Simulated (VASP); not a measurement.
# Ti (P6_3/mmc) in VASP: a series of runs, part 2 of 3

VASP 6.6.1. Earlier steps stand in the parts before.

## Step 4: Single point, PBE (18.20 Å³/atom)

This run uses another cell than the first one, of 18.20 Å³/atom.

INCAR

```
PREC = Accurate
ENCUT = 520
EDIFF = 1E-6
ISMEAR = -1
SIGMA = 0.1
LREAL = F
LASPH = T
NELM = 60
ALGO = Normal
ISIF = 2
LWAVE = F
LCHARG = F
GGA = PE
NBANDS = 32
```

KPOINTS

```
Automatic mesh
0
Gamma
  14 14 4
```

POSCAR

```
Ti
1.0
    2.9729295968      0.0000000000      0.0000000000
   -1.4864647984      2.5746325545      0.0000000000
    0.0000000000      0.0000000000      9.5115464944
Ti
4
Direct
    1.0000000000      1.0000000000      0.0000000000
    1.0000000000      1.0000000000      0.5000000000
    0.3333333333      0.6666666667      0.2500000000
    0.6666666667      0.3333333333      0.7500000000
```

The run is started by

```
cat potpaw_PBE.64/Ti_sv/POTCAR > POTCAR
mpirun -np 1 vasp_std > vasp.out
```

Wall time 70 s (1 thread of Intel Xeon 6975P-C (Granite Rapids), shared host); peak memory 0.26 GiB.

Results (log left out):

```
Free energy            : -31.2345 eV
Pressure               : -4.2 GPa
Band gap on the k mesh : zero (bands 24 and 25 overlap by 1.08 eV)
```

Levels at points of the mesh, in eV from the Fermi level:
| k point | band 21 | band 22 | band 23 | band 24 | band 25 | band 26 | band 27 | band 28 |
| --- | --- | --- | --- | --- | --- | --- | --- | --- |
| (0.00, 0.00, 0.00) | 0.11 | 0.14 | 0.66 | 0.66 | 0.66 | 0.72 | 0.72 | 0.90 |
| (0.50, 0.00, 0.00) | -1.24 | -1.13 | -0.98 | -0.13 | 0.10 | 0.60 | 1.05 | 1.30 |
| (0.00, 0.00, 0.50) | 0.14 | 0.14 | 0.63 | 0.63 | 0.79 | 0.79 | 0.79 | 0.79 |
| (0.50, 0.00, 0.50) | -1.38 | -1.38 | -0.24 | -0.24 | 0.67 | 0.67 | 0.92 | 0.92 |

Caveat: the cell stands under tension.

## Step 5: Single point, PBE (18.90 Å³/atom)

This run uses another cell than the first one, of 18.90 Å³/atom.

INCAR

```
PREC = Accurate
ENCUT = 520
EDIFF = 1E-6
ISMEAR = -1
SIGMA = 0.1
LREAL = F
LASPH = T
NELM = 80
ALGO = Normal
ISIF = 2
LWAVE = F
LCHARG = T
GGA = PE
LELF = T
LVHAR = T
NBANDS = 32
```

KPOINTS

```
regular mesh
0
Gamma
  14 14 4
```

POSCAR

```
Ti
1.0
    3.0105656124      0.0000000000      0.0000000000
   -1.5052828062      2.6072263001      0.0000000000
    0.0000000000      0.0000000000      9.6319585999
Ti
4
Direct
    1.0000000000      1.0000000000      0.0000000000
    1.0000000000      1.0000000000      0.5000000000
    0.3333333333      0.6666666667      0.2500000000
    0.6666666667      0.3333333333      0.7500000000
```

Potentials or basis: VASP PAW PBE potentials, release 64 (Ti_sv).

The run is started by

```
cat potpaw_PBE.64/Ti_sv/POTCAR > POTCAR
mpirun -np 1 vasp_std > vasp.out
```

OUTCAR:

```text
PREC = Accurate
   ENCUT = 520
   EDIFF = 1E-6
   ISMEAR = -1
   LREAL = F
   LASPH = T
   NELM = 80
   ISIF = 2
   GGA = PE

 ion  position               nearest neighbor table
   1  0.000  0.000  0.000-
   2  0.000  0.000  0.500-
   3  0.333  0.667  0.250-
   4  0.667  0.333  0.750-

  LATTYP: Found a hexagonal cell.
 ALAT       =     3.0105656124
 C/A-ratio  =     3.1993850459

  Lattice vectors:

 A1 = (   3.0105656124,   0.0000000000,   0.0000000000)
 A2 = (  -1.5052828062,   2.6072263001,   0.0000000000)
 A3 = (   0.0000000000,   0.0000000000,   9.6319585999)

Analysis of symmetry for initial positions (statically):
=====================================================================
 Subroutine PRICEL returns:
 Original cell was already a primitive cell.

 Routine SETGRP: Setting up the symmetry group for a
 hexagonal supercell.

 Subroutine GETGRP returns: Found 24 space group operations
 (whereof 12 operations were pure point group operations)
 out of a pool of 24 trial point group operations.

The static configuration has the point symmetry D_3d.
 The point group associated with its full space group is D_6h.

Analysis of symmetry for dynamics (positions and initial velocities):
=====================================================================
 Subroutine PRICEL returns:
 Original cell was already a primitive cell.

 Routine SETGRP: Setting up the symmetry group for a
 hexagonal supercell.

 Subroutine GETGRP returns: Found 24 space group operations
 (whereof 12 operations were pure point group operations)
 out of a pool of 24 trial point group operations.

The dynamic configuration has the point symmetry D_3d.
 The point group associated with its full space group is D_6h.

 Subroutine INISYM returns: Found 24 space group operations
 (whereof 12 operations are pure point group operations),
 and found     1 'primitive' translations

----------------------------------------------------------------------------------------

                                     Primitive cell

  volume of cell :      75.6034

  direct lattice vectors                    reciprocal lattice vectors
     3.010565612  0.000000000  0.000000000     0.332163496  0.191774684  0.000000000
    -1.505282806  2.607226300  0.000000000     0.000000000  0.383549368  0.000000000
     0.000000000  0.000000000  9.631958600     0.000000000  0.000000000  0.103821044

  length of vectors
     3.010565612  3.010565612  9.631958600     0.383549368  0.383549368  0.103821044

  position of ions in fractional coordinates (direct lattice)
     0.000000000  0.000000000  0.000000000
     0.000000000  0.000000000  0.500000000
     0.333333333  0.666666667  0.250000000
     0.666666667  0.333333333  0.750000000

  ion indices of the primitive-cell ions
   primitive index   ion index
                 1           1
                 2           2
                 3           3
                 4           4

----------------------------------------------------------------------------------------

 KPOINTS: regular mesh

Automatic generation of k-mesh.
 Grid dimensions read from file:
 generate k-points for:   14   14    4

 Generating k-lattice:

  Cartesian coordinates                     Fractional coordinates (reciprocal lattice)
     0.023725964  0.013698192  0.000000000     0.071428571  0.000000000  0.000000000
     0.000000000  0.027396383  0.000000000     0.000000000  0.071428571  0.000000000
     0.000000000  0.000000000  0.025955261     0.000000000  0.000000000  0.250000000

  Length of vectors
     0.027396383  0.027396383  0.025955261

  Shift w.r.t. Gamma in fractional coordinates (k-lattice)
     0.000000000  0.000000000  0.000000000

 Subroutine IBZKPT returns following result:
 ===========================================

 Found     72 irreducible k-points:

 Following reciprocal coordinates:
            Coordinates               Weight
  0.000000  0.000000  0.000000      1.000000
  0.071429  0.000000  0.000000      6.000000
  0.142857  0.000000  0.000000      6.000000
  0.214286  0.000000  0.000000      6.000000
  0.285714  0.000000  0.000000      6.000000
  0.357143 -0.000000  0.000000      6.000000
[... 16 lines left out ...]
  0.285714  0.285714  0.000000      6.000000
  0.357143  0.285714  0.000000      6.000000
 [... further k-points ...]
   k-points           NKPTS =     72   k-points in BZ     NKDIM =     72   number of bands    NBANDS=     32
   number of dos      NEDOS =    301   number of ions     NIONS =      4
   total plane-waves  NPLWV =  41472
   dimension x,y,z NGX =    24 NGY =   24 NGZ =   72
   dimension x,y,z NGXF=    48 NGYF=   48 NGZF=  144
   ions per type =               4
   NGX,Y,Z   is equivalent  to a cutoff of  13.25, 13.25, 12.43 a.u.
   NGXF,Y,Z  is equivalent  to a cutoff of  26.51, 26.51, 24.85 a.u.
 SYSTEM =  unknown system
   PREC   = accura    normal or accurate (medium, high low for compatibility)
   ISTART =      0    job   : 0-new  1-cont  2-samecut
   ICHARG =      2    charge: 1-file 2-atom 10-const
   ISPIN  =      1    spin polarized calculation?
   LNONCOLLINEAR =      F non collinear calculations
   LSORBIT =      F    spin-orbit coupling
   LASPH  =      T    aspherical Exc in radial PAW
   ENCUT  =  520.0 eV  38.22 Ry    6.18 a.u.   5.60  5.60 17.91*2*pi/ulx,y,z
   NELM   =     80;   NELMIN=  2; NELMDL= -5     # of ELM steps
   EDIFF  = 0.1E-05   stopping-criterion for ELM
   LREAL  =      F    real-space projection
   EDIFFG = 0.1E-04   stopping-criterion for IOM
   NSW    =      0    number of steps for IOM
   IBRION =     -1    ionic relax: 0-MD 1-quasi-New 2-CG
   NFREE  =      0    steps in history (QN), initial steepest desc. (CG)
   ISIF   =      2    stress and relaxation
   ISYM   =      2    0-nonsym 1-usesym 2-fastsym
   POTIM  = 0.5000    time-step for ionic-motion
   TEBEG  =    0.0;   TEEND  =   0.0 temperature during run
   PSTRESS=    0.0 pullay stress
   NELECT =      48.0000    total number of electrons
   NUPDOWN=      -1.0000    fix difference up-down
   EMIN   =  10.00;   EMAX   =-10.00  energy-range for DOS
   EFERMI =   0.00;   METHOD = LEGACY
   ISMEAR =    -1;   SIGMA  =   0.10  broadening in eV -4-tet -1-fermi 0-gaus
   EFERMI_NEDOS =   21; number of points for ismear=-14 and -15
   IALGO  =     38    algorithm
   IMIX   =      4    mixing-type and parameters
     AMIX     =   0.40;   BMIX     =  1.00
     AMIX_MAG =   1.60;   BMIX_MAG =  1.00
  volume/ion in A,a.u.               =      18.90       127.55
  Fermi-wavevector in a.u.,A,eV,Ry     =   1.407045  2.658930 26.936497  1.979777
  Thomas-Fermi vector in A             =   2.529344
   LORBIT       =      0    0 simple, 1 ext, 2 COOP (PROOUT), +10 PAW based schemes
   GGA     = PE    functional components
[... 5 lines left out ...]
 non-spin polarized calculation
  energy-cutoff  :      520.00
  volume of cell :       75.60
 maximum number of plane-waves:      2076
 NGX is ok and might be reduce to    24
   NGX = 11   NGY = 11   NGZ = 35

 number of electron      48.0000003 magnetization

 Free energy of the ion-electron system (eV)
  ---------------------------------------------------
  ext. energy  EPLUGINS =         0.00000000
  ---------------------------------------------------
  free energy    TOTEN  =       -31.13241030 eV

  energy without entropy =      -30.90783552  energy(sigma->0) =      -31.02012291

 E-fermi :   7.3876     XC(G=0): -11.1072

 val. band max:        7.3817952569   @ k =   0.2143   0.2143   0.0000
 cond. band min:       7.3876448068   @ k =   0.2143   0.1429   0.0000
 fundamental gap:      0.0058495499
 Fermi energy:         7.3875817026

 k-point     1 :       0.0000    0.0000    0.0000
  band No.  band energies     occupation
      1     -49.5297      2.00000
      2     -49.4903      2.00000
      3     -49.4754      2.00000
      4     -49.4356      2.00000
      5     -26.0006      2.00000
      6     -25.7559      2.00000
[... 24 lines left out ...]
     31       8.4860      0.00003
     32       8.4860      0.00003
[... 774 lines left out ...]
      2     -49.4318      2.00000
      3     -49.4170      2.00000
      4     -49.4161      2.00000
      5     -25.9009      2.00000
      6     -25.8424      2.00000
[... 24 lines left out ...]
     31       9.6076      0.00000
     32       9.8391      0.00000

 [... further k-points ...]

------------------------ aborting loop because EDIFF is reached ----------------------------------------

  FORCE on cell =-STRESS in cart. coord.  units (eV):
  Direction    XX          YY          ZZ          XY          YZ          ZX
  --------------------------------------------------------------------------------------
  -------------------------------------------------------------------------------------
  Total       -3.5360799     -3.5360799     -3.5237686      0.0000000      0.0000000     -0.0000000
  in kB      -74.9361234    -74.9361234    -74.6752245      0.0000000      0.0000000     -0.0000000
  external PRESSURE =     -74.8491571 kB  Pullay stress =       0.0000000 kB

 VOLUME and BASIS-vectors are now :
 -----------------------------------------------------------------------------
  energy-cutoff  :      520.00
  volume of cell :       75.60
      direct lattice vectors                 reciprocal lattice vectors
     3.010565612  0.000000000  0.000000000     0.332163496  0.191774684  0.000000000
    -1.505282806  2.607226300  0.000000000     0.000000000  0.383549368  0.000000000
     0.000000000  0.000000000  9.631958600     0.000000000  0.000000000  0.103821044

 POSITION                                       TOTAL-FORCE (eV/Angst)
 -----------------------------------------------------------------------------------
      0.00000      0.00000      0.00000         0.000000      0.000000     -0.000000
      0.00000      0.00000      4.81598         0.000000      0.000000     -0.000000
     -0.00000      1.73815      2.40799        -0.000000      0.000000      0.000000
      1.50528      0.86908      7.22397         0.000000     -0.000000      0.000000
 -----------------------------------------------------------------------------------
    total drift:                               -0.000000      0.000000      0.000000

  FREE ENERGIE OF THE ION-ELECTRON SYSTEM (eV)
  ---------------------------------------------------
  free  energy   TOTEN  =       -31.1324102956 eV

  energy  without entropy=      -30.9078355158  energy(sigma->0) =      -31.02012291
```

Run time: 67 s. Hardware: 1 thread of Intel Xeon 6975P-C (Granite Rapids), shared host; peak memory 0.26 GiB.

What came out:

```yaml
Free_energy: -31.1324 eV
Pressure: -7.5 GPa
Band_gap_on_the_k_mesh: zero (bands 24 and 25 overlap by 1.04 eV)
```

Levels at points of the mesh, in eV from the Fermi level:
```tsv
k point	band 21	band 22	band 23	band 24	band 25	band 26	band 27	band 28
(0.00, 0.00, 0.00)	0.12	0.14	0.58	0.64	0.64	0.70	0.70	0.87
(0.50, 0.00, 0.00)	-1.20	-1.07	-0.94	-0.15	0.11	0.59	1.01	1.21
(0.00, 0.00, 0.50)	0.10	0.10	0.62	0.62	0.76	0.76	0.76	0.76
(0.50, 0.00, 0.50)	-1.30	-1.30	-0.26	-0.26	0.64	0.64	0.89	0.89
```

Caveat: the cell stands under tension.

(Continued in part 3 of 3.)
